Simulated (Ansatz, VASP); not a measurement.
# Si15GeC16: VASP beside Ansatz

Contents of INCAR:

```
PREC = Accurate
ENCUT = 520
EDIFF = 1E-8
ISMEAR = -1
SIGMA = 0.01
LREAL = Auto
LASPH = T
NELM = 60
ALGO = Normal
ISIF = 2
LWAVE = F
LCHARG = F
GGA = PE
LEFG = T
NBANDS = 91
```

Contents of KPOINTS:

```
regular mesh
0
Gamma
  4 4 2
```

Contents of POSCAR:

```
Si15GeC16
1.0
    6.1520000000      0.0000000000      0.0000000000
   -3.0760000000      5.3277882840      0.0000000000
    0.0000000000      0.0000000000     10.0960000000
Ge Si C
1 15 16
Direct
    0.1666666666      0.3333333334      0.0000000000
    0.1666666666      0.3333333334      0.5000000000
    0.1666666666      0.8333333334      0.0000000000
    0.1666666666      0.8333333334      0.5000000000
    0.6666666666      0.3333333334      0.0000000000
    0.6666666666      0.3333333334      0.5000000000
    0.6666666666      0.8333333334      0.0000000000
    0.6666666666      0.8333333334      0.5000000000
    0.3333333334      0.1666666666      0.2500000000
    0.3333333334      0.1666666666      0.7500000000
    0.3333333334      0.6666666666      0.2500000000
    0.3333333334      0.6666666666      0.7500000000
    0.8333333334      0.1666666666      0.2500000000
    0.8333333334      0.1666666666      0.7500000000
    0.8333333334      0.6666666666      0.2500000000
    0.8333333334      0.6666666666      0.7500000000
    0.1666666666      0.3333333334      0.1925000000
    0.1666666666      0.3333333334      0.6925000000
    0.1666666666      0.8333333334      0.1925000000
    0.1666666666      0.8333333334      0.6925000000
    0.6666666666      0.3333333334      0.1925000000
    0.6666666666      0.3333333334      0.6925000000
    0.6666666666      0.8333333334      0.1925000000
    0.6666666666      0.8333333334      0.6925000000
    0.3333333334      0.1666666666      0.4425000000
    0.3333333334      0.1666666666      0.9425000000
    0.3333333334      0.6666666666      0.4425000000
    0.3333333334      0.6666666666      0.9425000000
    0.8333333334      0.1666666666      0.4425000000
    0.8333333334      0.1666666666      0.9425000000
    0.8333333334      0.6666666666      0.4425000000
    0.8333333334      0.6666666666      0.9425000000
```

Input for Ansatz:

```yaml
crystal:
  lattice:
    - [6.152, 0.0, 0.0]
    - [-3.076, 5.327788284, 0.0]
    - [0.0, 0.0, 10.096]
  atoms:
    - { symbol: Ge, position: [0.1666666666, 0.3333333334, 0.0] }
    - { symbol: Si, position: [0.1666666666, 0.3333333334, 0.5] }
    - { symbol: Si, position: [0.1666666666, 0.8333333334, 0.0] }
    - { symbol: Si, position: [0.1666666666, 0.8333333334, 0.5] }
    - { symbol: Si, position: [0.6666666666, 0.3333333334, 0.0] }
    - { symbol: Si, position: [0.6666666666, 0.3333333334, 0.5] }
    - { symbol: Si, position: [0.6666666666, 0.8333333334, 0.0] }
    - { symbol: Si, position: [0.6666666666, 0.8333333334, 0.5] }
    - { symbol: Si, position: [0.3333333334, 0.1666666666, 0.25] }
    - { symbol: Si, position: [0.3333333334, 0.1666666666, 0.75] }
    - { symbol: Si, position: [0.3333333334, 0.6666666666, 0.25] }
    - { symbol: Si, position: [0.3333333334, 0.6666666666, 0.75] }
    - { symbol: Si, position: [0.8333333334, 0.1666666666, 0.25] }
    - { symbol: Si, position: [0.8333333334, 0.1666666666, 0.75] }
    - { symbol: Si, position: [0.8333333334, 0.6666666666, 0.25] }
    - { symbol: Si, position: [0.8333333334, 0.6666666666, 0.75] }
    - { symbol: C, position: [0.1666666666, 0.3333333334, 0.1925] }
    - { symbol: C, position: [0.1666666666, 0.3333333334, 0.6925] }
    - { symbol: C, position: [0.1666666666, 0.8333333334, 0.1925] }
    - { symbol: C, position: [0.1666666666, 0.8333333334, 0.6925] }
    - { symbol: C, position: [0.6666666666, 0.3333333334, 0.1925] }
    - { symbol: C, position: [0.6666666666, 0.3333333334, 0.6925] }
    - { symbol: C, position: [0.6666666666, 0.8333333334, 0.1925] }
    - { symbol: C, position: [0.6666666666, 0.8333333334, 0.6925] }
    - { symbol: C, position: [0.3333333334, 0.1666666666, 0.4425] }
    - { symbol: C, position: [0.3333333334, 0.1666666666, 0.9425] }
    - { symbol: C, position: [0.3333333334, 0.6666666666, 0.4425] }
    - { symbol: C, position: [0.3333333334, 0.6666666666, 0.9425] }
    - { symbol: C, position: [0.8333333334, 0.1666666666, 0.4425] }
    - { symbol: C, position: [0.8333333334, 0.1666666666, 0.9425] }
    - { symbol: C, position: [0.8333333334, 0.6666666666, 0.4425] }
    - { symbol: C, position: [0.8333333334, 0.6666666666, 0.9425] }
kpoints:
  mp_grid: { grid: [4, 4, 2] }
scf:
  occupations: { method: fermi_dirac, width: 0.01 }
hamiltonian:
  xc: pbe
  pseudopotentials: { kind: paw }
output:
  forces: true
  stress: true
  populations: true
  efg: { quadrupole_moments_barn: { Ge: -0.196 }, contact_densities: true }
```

Alike in both runs: task electric field gradients; functional PBE; k mesh 4 × 4 × 2; occupations fermi-dirac, width 0.01 eV; no spin polarisation.

|  | VASP | Ansatz |
| --- | --- | --- |
| version | VASP 6.6.1 | Ansatz 0.2.0 |
| potentials or method | VASP PAW PBE potentials, release 64 (Ge_d, Si, C) | plane-wave PAW, scalar-relativistic |
| plane-wave cutoff (eV) | 520 | 420 |
| valence electrons in the cell | 138 | 138 |

|  | VASP | Ansatz | Ansatz less VASP |
| --- | --- | --- | --- |
| gap on the k mesh at the Fermi level (eV) | 2.50 | 2.51 | +0.002 |
| pressure (GPa) | 5.9 | 6.0 | +0.08 |
| traceless stress, the component that is largest in VASP (GPa) | -3.44 | -3.41 | +0.029 |
| rms of the force components (eV/Å) | 0.569 | 0.569 | -0.0001 |
| size of Vzz on the site where it differs most (V/Å²) | 6.3 | 5.5 | -0.85 |

Atom by atom the forces differ by 0.007 eV/Å (rms over components).
